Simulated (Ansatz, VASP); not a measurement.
Two plane-wave programs on In2O

```
In O
1.0
     5.13438    0.00000    0.00000
     0.00000    5.13438    0.00000
     0.00000    0.00000    5.13438
In O
4 2
Cartesian
  3.8508 3.8508 3.8508
  3.8508 1.2836 1.2836
  1.2836 1.2836 3.8508
  1.2836 3.8508 1.2836
  0.0000 0.0000 0.0000
  2.5672 2.5672 2.5672
```

Change from the starting cell: species swapped into the Ag2O type (Pn-3m, No. 224).

Alike in both runs: task relaxation of cell and atoms; functional PBE; k mesh 8 × 8 × 8; occupations gaussian, width 0.1 eV; no spin polarisation.

|  | VASP | Ansatz |
| --- | --- | --- |
| version | VASP 6.6.1 | Ansatz 0.2.0 |
| potentials or method | VASP PAW PBE potentials, release 64 (In_d, O), cutoff 600 eV | scalar-relativistic, plane waves, PAW |
| valence electrons in the cell | 64 | 64 |

Ansatz gave:

* gap on the k mesh at the Fermi level, each at its own relaxed structure (eV): none
* relaxed volume (Å³/atom): 22.56
* relaxed length of the cell vector where the two differ most in proportion (Å): 5.134

**Question.** Estimate VASP's values.

**Answer.** gap on the k mesh at the Fermi level, each at its own relaxed structure (eV): none; relaxed volume (Å³/atom): 22.60; relaxed length of the cell vector where the two differ most in proportion (Å): 5.137.

A gap of «none» marks a metal or a gap that the smearing closes.
